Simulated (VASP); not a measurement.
Li, 1 atom in the cell. It takes space group I4/mmm (No. 139, tetragonal). Conventional cell: a = 3.157 Å, b = 3.157 Å, c = 4.286 Å, α = 90.00°, β = 90.00°, γ = 90.00°. Li (site symmetry 4/mmm) has 12 Li at 3.09 to 3.16 Å within 4.1 Å.  This cell differs from its parent crystal: ratio of the length along z to the lengths across it x 0.96, volume and fractional coordinates fixed.

```yaml
Program: VASP 6.6.1
Task: single point
Functional: PBEsol
Potentials_or_basis: VASP PAW PBE potentials, release 64 (Li_sv)
Cutoff: 520 eV
k_mesh: 20 × 20 × 20
Occupations: gaussian, width 0.15 eV
Spin: no spin polarisation
Dipole_correction: no
Further_INCAR_settings: ALGO = Fast; EDIFF = 1e-07; NBANDS = 8
```

Potentials or basis: VASP PAW PBE potentials, release 64 (Li_sv).

Launch:

```bash
$ cat potpaw_PBE.64/Li_sv/POTCAR > POTCAR
$ mpirun -np 1 vasp_std > vasp.out
```

Hardware: 1 thread of Intel(R) Xeon(R) 6975P-C (Granite Rapids) (shared host).

Problem. How long does it take, and how much memory?

Solution. It took 39 s on 1 thread of Intel(R) Xeon(R) 6975P-C (Granite Rapids), on a shared host, peak memory 0.2 GiB. Counts: scf iterations 17, k points 641.
